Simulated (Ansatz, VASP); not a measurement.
## One calculation of Cs, two programs

```xyz
1
Lattice="-3.0794 3.0794 3.0794 3.0794 -3.0794 3.0794 3.0794 3.0794 -3.0794" Properties=species:S:1:pos:R:3 pbc="T T T"
Cs    0.0000    0.0000    0.0000
```

Alike in both runs: functional PBE; k mesh 10 × 10 × 10; occupations gaussian, width 0.1 eV; no spin polarisation.

Ansatz relaxed the structure, and its values are those at the end. VASP's run is a single point on that final structure, the one shown.

|  | VASP | Ansatz |
| --- | --- | --- |
| version | VASP 6.6.1 | Ansatz 0.2.0 |
| potentials or method | VASP PAW PBE potentials, release 64 (Cs_sv), cutoff 520 eV | scalar-relativistic, plane waves, PAW |
| valence electrons in the cell | 9 | 9 |

|  | VASP | Ansatz | Ansatz less VASP |
| --- | --- | --- | --- |
| gap on the k mesh at the Fermi level (eV) | none | none | - |
| pressure (GPa) | 0.0 | 0.0 | +0.01 |

A gap of «none» marks a metal or a gap that the smearing closes. With one functional, cell and mesh, what is left measures potentials, basis and numerics.

Neither program's run includes spin-orbit coupling.
